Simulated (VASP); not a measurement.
# ScAl2Sb2As (Cmmm) in VASP: notebook

ScAl2Sb2As is run at these levels: PBE; tasks: single point.

All numbers are computed with VASP 6.6.1; they aren't measurements. Logs are shortened: lines on timing, memory, paths and dates and some standing lists are left out, and cuts for length are marked.

**1. The cell of the first run**

It takes space group Cmmm (No. 65, orthorhombic). The conventional cell has a = 6.502 Å, b = 10.978 Å, c = 3.476 Å, α = 90.00°, β = 90.00°, γ = 90.00°. Within 4.6 Å of Sc (site symmetry mmm) lie 2 Sc at 3.48 Å and 6 Sb at 3.60 to 3.76 Å and 8 Al at 3.63 Å and 4 As at 3.69 Å. Within 3.3 Å of Al (site symmetry 2/m) lie 4 Sb at 2.53 Å and 2 As at 3.19 Å and 2 Al at 3.25 Å. Sb (site symmetry m2m) has 4 Al at 2.53 Å and 2 As at 2.56 Å within 3.3 Å. Within 3.4 Å of As (site symmetry mmm) lie 4 Sb at 2.56 Å and 4 Al at 3.19 Å.

**2. Single point, PBE**

INCAR reads:

```
SYSTEM = ScAl2Sb2As
ALGO = Normal ; EDIFF = 1E-6
ENCUT = 520 ; GGA = PE
ISIF = 2 ; ISMEAR = 0
LASPH = .TRUE. ; LCHARG = .FALSE.
LREAL = .FALSE. ; LWAVE = .FALSE.
NBANDS = 25 ; NELM = 100
PREC = Accurate ; SIGMA = 0.1
```

KPOINTS reads:

```
k-points
0
G
  4 4 6
  0 0 0
```

POSCAR reads:

```
ScAl2Sb2As
1.0
    3.2510521100     -5.4888293200      0.0000000000
    3.2510521100      5.4888293200      0.0000000000
    0.0000000000      0.0000000000      3.4756640700
Sc Al Sb As
1 2 2 1
Direct
    0.0000000000      0.0000000000      0.0000000000
    0.5000000000      0.0000000000      0.5000000000
    0.0000000000      0.5000000000      0.5000000000
    0.6717090000      0.3282910000      0.0000000000
    0.3282910000      0.6717090000      0.0000000000
    0.5000000000      0.5000000000      0.5000000000
```

Potentials or basis: VASP PAW PBE potentials, release 64 (Sc_sv, Al, Sb, As).

Command:

```sh
> cat potpaw_PBE.64/Sc_sv/POTCAR potpaw_PBE.64/Al/POTCAR potpaw_PBE.64/Sb/POTCAR potpaw_PBE.64/As/POTCAR > POTCAR
> mpirun -np 1 vasp_std > vasp.out
```

OUTCAR:

```text
SYSTEM = ScAl2Sb2As
   EDIFF = 1E-6
   ENCUT = 520
   GGA = PE
   ISIF = 2
   ISMEAR = 0
   LASPH = .TRUE.
   LREAL = .FALSE.
   NELM = 100
   PREC = Accurate

 ion  position               nearest neighbor table
   1  0.000  0.000  0.000-   4 3.60   5 3.60
   2  0.500  0.000  0.500-   4 2.53   5 2.53   4 2.53   5 2.53   3 3.25   3 3.25
   3  0.000  0.500  0.500-   4 2.53   5 2.53   4 2.53   5 2.53   2 3.25   2 3.25
   4  0.672  0.328  0.000-   2 2.53   3 2.53   2 2.53   3 2.53   6 2.56   6 2.56   1 3.60   5 3.68
                             5 3.68   5 3.77
   5  0.328  0.672  0.000-   2 2.53   3 2.53   2 2.53   3 2.53   6 2.56   6 2.56   1 3.60   4 3.68
                             4 3.68   4 3.77
   6  0.500  0.500  0.500-   4 2.56   5 2.56   4 2.56   5 2.56

  LATTYP: Found a base centered orthorhombic cell.
 ALAT       =     6.5021042200
 B/A-ratio  =     1.6883240054
 C/A-ratio  =     0.5345445032

  Lattice vectors:

 A1 = (   3.2510521100,  -5.4888293200,   0.0000000000)
 A2 = (   3.2510521100,   5.4888293200,   0.0000000000)
 A3 = (   0.0000000000,   0.0000000000,   3.4756640700)

Analysis of symmetry for initial positions (statically):
=====================================================================
 Subroutine PRICEL returns:
 Original cell was already a primitive cell.

 Routine SETGRP: Setting up the symmetry group for a
 base centered orthorhombic supercell.

 Subroutine GETGRP returns: Found  8 space group operations
 (whereof  8 operations were pure point group operations)
 out of a pool of  8 trial point group operations.

The static configuration has the point symmetry D_2h.

Analysis of symmetry for dynamics (positions and initial velocities):
=====================================================================
 Subroutine PRICEL returns:
 Original cell was already a primitive cell.

 Routine SETGRP: Setting up the symmetry group for a
 base centered orthorhombic supercell.

 Subroutine GETGRP returns: Found  8 space group operations
 (whereof  8 operations were pure point group operations)
 out of a pool of  8 trial point group operations.

The dynamic configuration has the point symmetry D_2h.

 Subroutine INISYM returns: Found  8 space group operations
 (whereof  8 operations are pure point group operations),
 and found     1 'primitive' translations

----------------------------------------------------------------------------------------

                                     Primitive cell

  volume of cell :     124.0428

  direct lattice vectors                    reciprocal lattice vectors
     3.251052110 -5.488829320  0.000000000     0.153796366 -0.091094106  0.000000000
     3.251052110  5.488829320  0.000000000     0.153796366  0.091094106  0.000000000
     0.000000000  0.000000000  3.475664070     0.000000000  0.000000000  0.287714802

  length of vectors
     6.379387676  6.379387676  3.475664070     0.178749709  0.178749709  0.287714802

  position of ions in fractional coordinates (direct lattice)
     0.000000000  0.000000000  0.000000000
     0.500000000  0.000000000  0.500000000
     0.000000000  0.500000000  0.500000000
     0.671709000  0.328291000  0.000000000
     0.328291000  0.671709000  0.000000000
     0.500000000  0.500000000  0.500000000

  ion indices of the primitive-cell ions
   primitive index   ion index
                 1           1
                 2           2
                 3           3
                 4           4
                 5           5
                 6           6

----------------------------------------------------------------------------------------

 KPOINTS: k-points

Automatic generation of k-mesh.
 Grid dimensions read from file:
 generate k-points for:    4    4    6

 Generating k-lattice:

  Cartesian coordinates                     Fractional coordinates (reciprocal lattice)
     0.038449091 -0.022773527  0.000000000     0.250000000  0.000000000  0.000000000
     0.038449091  0.022773527  0.000000000     0.000000000  0.250000000  0.000000000
     0.000000000  0.000000000  0.047952467     0.000000000  0.000000000  0.166666667

  Length of vectors
     0.044687427  0.044687427  0.047952467

  Shift w.r.t. Gamma in fractional coordinates (k-lattice)
     0.000000000  0.000000000  0.000000000

 Subroutine IBZKPT returns following result:
 ===========================================

 Found     28 irreducible k-points:

 Following reciprocal coordinates:
            Coordinates               Weight
  0.000000  0.000000  0.000000      1.000000
  0.250000 -0.000000  0.000000      4.000000
  0.500000 -0.000000  0.000000      2.000000
  0.250000  0.250000  0.000000      2.000000
  0.500000  0.250000  0.000000      4.000000
 -0.250000  0.250000  0.000000      2.000000
[... 16 lines left out ...]
  0.250000 -0.000000  0.500000      4.000000
  0.500000 -0.000000  0.500000      2.000000
 [... further k-points ...]
   k-points           NKPTS =     28   k-points in BZ     NKDIM =     28   number of bands    NBANDS=     25
   number of dos      NEDOS =    301   number of ions     NIONS =      6
   total plane-waves  NPLWV =  64512
   dimension x,y,z NGX =    48 NGY =   48 NGZ =   28
   dimension x,y,z NGXF=    96 NGYF=   96 NGZF=   56
   ions per type =               1   2   2   1
   NGX,Y,Z   is equivalent  to a cutoff of  12.51, 12.51, 13.39 a.u.
   NGXF,Y,Z  is equivalent  to a cutoff of  25.02, 25.02, 26.79 a.u.
 SYSTEM =  ScAl2Sb2As
   PREC   = accura    normal or accurate (medium, high low for compatibility)
   ISTART =      0    job   : 0-new  1-cont  2-samecut
   ICHARG =      2    charge: 1-file 2-atom 10-const
   ISPIN  =      1    spin polarized calculation?
   LNONCOLLINEAR =      F non collinear calculations
   LSORBIT =      F    spin-orbit coupling
   LASPH  =      T    aspherical Exc in radial PAW
   ENCUT  =  520.0 eV  38.22 Ry    6.18 a.u.  11.86 11.86  6.46*2*pi/ulx,y,z
   NELM   =    100;   NELMIN=  2; NELMDL= -5     # of ELM steps
   EDIFF  = 0.1E-05   stopping-criterion for ELM
   LREAL  =      F    real-space projection
[... 7 lines left out ...]
   TEBEG  =    0.0;   TEEND  =   0.0 temperature during run
   PSTRESS=    0.0 pullay stress
   NELECT =      32.0000    total number of electrons
   NUPDOWN=      -1.0000    fix difference up-down
   EMIN   =  10.00;   EMAX   =-10.00  energy-range for DOS
   EFERMI =   0.00;   METHOD = LEGACY
   ISMEAR =     0;   SIGMA  =   0.10  broadening in eV -4-tet -1-fermi 0-gaus
   EFERMI_NEDOS =   21; number of points for ismear=-14 and -15
   IALGO  =     38    algorithm
   IMIX   =      4    mixing-type and parameters
     AMIX     =   0.40;   BMIX     =  1.00
     AMIX_MAG =   1.60;   BMIX_MAG =  1.00
  volume/ion in A,a.u.               =      20.67       139.51
  Fermi-wavevector in a.u.,A,eV,Ry     =   1.042160  1.969397 14.777249  1.086097
  Thomas-Fermi vector in A             =   2.176813
   LORBIT       =      0    0 simple, 1 ext, 2 COOP (PROOUT), +10 PAW based schemes
   GGA     = PE    functional components
   LHFCALC =     F    Hartree Fock is set to
   AEXX    =    0.0000 exact exchange contribution
   IVDW    =     0    specifies the selected vdW correction
   LEPSILON=     F    determine dielectric tensor
   LRPA    =     F    only Hartree local field effects (RPA)
 non-spin polarized calculation
 Gauss-broadening in eV      SIGMA  =   0.10
  energy-cutoff  :      520.00
  volume of cell :      124.04
 maximum number of plane-waves:      3377
   NGX = 23   NGY = 23   NGZ = 13

 number of electron      31.9999997 magnetization

 Free energy of the ion-electron system (eV)
  ---------------------------------------------------
  ext. energy  EPLUGINS =         0.00000000
  ---------------------------------------------------
  free energy    TOTEN  =       -21.63497309 eV

  energy without entropy =      -21.61593182  energy(sigma->0) =      -21.62545245

 E-fermi :   7.9492     XC(G=0): -10.2561

 val. band max:        7.9207277736   @ k =   0.2500  -0.0000   0.3333
 cond. band min:       7.9752241548   @ k =   0.2500  -0.0000   0.5000
 fundamental gap:      0.0544963811
 Fermi energy:         7.9491638186

 k-point     1 :       0.0000    0.0000    0.0000
  band No.  band energies     occupation
      1     -42.6739      2.00000
      2     -21.3618      2.00000
      3     -21.2902      2.00000
      4     -21.0914      2.00000
      5      -6.9316      2.00000
      6      -3.7376      2.00000
[... 17 lines left out ...]
     24      11.1377      0.00000
     25      11.6886      0.00000

 k-point     2 :       0.2500   -0.0000    0.0000
  band No.  band energies     occupation
      1     -42.6739      2.00000
      2     -21.3619      2.00000
      3     -21.2902      2.00000
      4     -21.0914      2.00000
      5      -6.8213      2.00000
      6      -4.2299      2.00000
[... 17 lines left out ...]
     24      10.9758      0.00000
     25      11.4807      0.00000

 k-point     3 :       0.5000   -0.0000    0.0000
  band No.  band energies     occupation
      1     -42.6739      2.00000
      2     -21.3620      2.00000
      3     -21.2903      2.00000
      4     -21.0914      2.00000
      5      -6.6880      2.00000
      6      -4.6240      2.00000
[... 552 lines left out ...]
 k-point    23 :       0.2500   -0.0000    0.5000
  band No.  band energies     occupation
      1     -42.6658      2.00000
      2     -21.3518      2.00000
      3     -21.2800      2.00000
      4     -21.1931      2.00000
      5      -4.1943      2.00000
      6      -3.3534      2.00000
[... 17 lines left out ...]
     24      11.1264      0.00000
     25      11.4988      0.00000

 k-point    24 :       0.5000   -0.0000    0.5000
  band No.  band energies     occupation
      1     -42.6658      2.00000
      2     -21.3518      2.00000
      3     -21.2800      2.00000
      4     -21.1931      2.00000
      5      -4.1474      2.00000
      6      -3.0813      2.00000
[... 17 lines left out ...]
     24      10.8091      0.00000
     25      11.1122      0.00000

 [... further k-points ...]

------------------------ aborting loop because EDIFF is reached ----------------------------------------

  FORCE on cell =-STRESS in cart. coord.  units (eV):
  Direction    XX          YY          ZZ          XY          YZ          ZX
  --------------------------------------------------------------------------------------
  -------------------------------------------------------------------------------------
  Total       13.1693897     14.6212250     28.7446819      0.0000000      0.0000000      0.0000000
  in kB      170.1001844    188.8525690    371.2757993      0.0000000      0.0000000      0.0000000
  external PRESSURE =     243.4095176 kB  Pullay stress =       0.0000000 kB

 VOLUME and BASIS-vectors are now :
 -----------------------------------------------------------------------------
  energy-cutoff  :      520.00
  volume of cell :      124.04
      direct lattice vectors                 reciprocal lattice vectors
     3.251052110 -5.488829320  0.000000000     0.153796366 -0.091094106  0.000000000
     3.251052110  5.488829320  0.000000000     0.153796366  0.091094106  0.000000000
     0.000000000  0.000000000  3.475664070     0.000000000  0.000000000  0.287714802

 POSITION                                       TOTAL-FORCE (eV/Angst)
 -----------------------------------------------------------------------------------
      0.00000      0.00000      0.00000         0.000000     -0.000000      0.000000
      1.62553     -2.74441      1.73783         0.000000     -0.000000      0.000000
      1.62553      2.74441      1.73783         0.000000     -0.000000      0.000000
      3.25105     -1.88496      0.00000         0.000000     -0.819270      0.000000
      3.25105      1.88496      0.00000         0.000000      0.819270      0.000000
      3.25105      0.00000      1.73783        -0.000000     -0.000000      0.000000
 -----------------------------------------------------------------------------------
    total drift:                               -0.000000     -0.000000      0.000000

  FREE ENERGIE OF THE ION-ELECTRON SYSTEM (eV)
  ---------------------------------------------------
  free  energy   TOTEN  =       -21.6349730877 eV

  energy  without entropy=      -21.6159318166  energy(sigma->0) =      -21.62545245
```

Run time: 75 s. Hardware: 1 thread of Intel Xeon Platinum 8375C at 2.90GHz (Ice Lake), shared host; peak memory 0.3 GiB.

Results:

- Free energy: -21.6350 eV
- Pressure: 24.3 GPa
- Largest force: 0.819 eV/Å
- Band gap on the k mesh: zero (band 16 reaches 8.77 eV, above the bottom of band 17 at 7.36 eV)

Forces in eV/Å, atoms in the order of the input:
```
Sc   0.000  0.000  0.000
Al   0.000  0.000  0.000
Al   0.000  0.000  0.000
Sb   0.000 -0.819  0.000
Sb   0.000  0.819  0.000
As   0.000  0.000  0.000
```

Caveat: spin-orbit coupling is left out, which moves the levels of the heavy elements.

**3. Single point, PBE**

This run uses another cell than the first one, of 25.94 Å³/atom, 1.255 times its volume.

INCAR reads:

```
SYSTEM = ScAl2Sb2As
ALGO = Normal
EDIFF = 1E-7
ENCUT = 520
GGA = PE
ISIF = 2
ISMEAR = 0
LASPH = .TRUE.
LCHARG = .FALSE.
LREAL = .FALSE.
LWAVE = .FALSE.
NBANDS = 25
NELM = 80
PREC = Accurate
SIGMA = 0.1
```

KPOINTS is that of step 2.

POSCAR reads:

```
ScAl2Sb2As
1.0
    3.9019505234     -4.8749158279      0.0000000000
    3.9019505234      4.8749158279      0.0000000000
    0.0000000000      0.0000000000      4.0907893225
Sc Al Sb As
1 2 2 1
Direct
    0.0000000000      0.0000000000      0.0000000000
    0.5000000000      0.0000000000      0.5000000000
    0.0000000000      0.5000000000      0.5000000000
    0.7101866839      0.2898133161      0.0000000000
    0.2898133161      0.7101866839      0.0000000000
    0.5000000000      0.5000000000      0.5000000000
```

Potentials or basis: VASP PAW PBE potentials, release 64 (Sc_sv, Al, Sb, As).

Command:

```sh
> cat potpaw_PBE.64/Sc_sv/POTCAR potpaw_PBE.64/Al/POTCAR potpaw_PBE.64/Sb/POTCAR potpaw_PBE.64/As/POTCAR > POTCAR
> mpirun -np 1 vasp_std > vasp.out
```

It took 86 s on 1 thread of Intel Xeon Platinum 8375C at 2.90GHz (Ice Lake), shared host; peak memory 0.33 GiB.

Results (log left out):

```yaml
Free_energy: -25.0137 eV
Pressure: 0.2 GPa
Largest_force: 0.023 eV/Å
Band_gap_on_the_k_mesh: zero (band 16 reaches 6.09 eV, above the bottom of band 17 at 5.05 eV)
```

Forces on the atoms (eV/Å):
```
Sc   0.000  0.000  0.000
Al   0.000  0.000  0.000
Al   0.000  0.000  0.000
Sb   0.000  0.023  0.000
Sb   0.000 -0.023  0.000
As   0.000  0.000  0.000
```

Stress tensor (GPa, compression positive):
```
 0.33  0.00  0.00
 0.00 -0.10  0.00
 0.00  0.00  0.25
```

Levels at points of the mesh, in eV from the Fermi level:
```csv
k point,band 13,band 14,band 15,band 16,band 17,band 18,band 19,band 20
"(0.00, 0.00, 0.00)",-1.14,-1.05,-0.76,0.08,0.40,0.67,0.71,0.99
"(0.50, 0.00, 0.00)",-1.75,-1.62,-0.84,0.13,0.23,0.63,0.93,0.99
"(0.50, 0.50, 0.00)",-1.63,-1.33,-1.08,-0.59,-0.45,0.58,0.68,1.27
"(0.00, 0.00, 0.50)",-2.81,-1.58,-1.54,-0.66,0.29,0.41,0.97,1.07
"(0.50, 0.00, 0.50)",-2.59,-2.24,-1.52,-0.61,-0.16,0.17,0.38,0.77
"(0.50, 0.50, 0.50)",-1.16,-0.90,-0.39,-0.07,0.08,0.67,0.74,0.83
```

Caveat: spin-orbit coupling is left out, which moves the levels of the heavy elements.
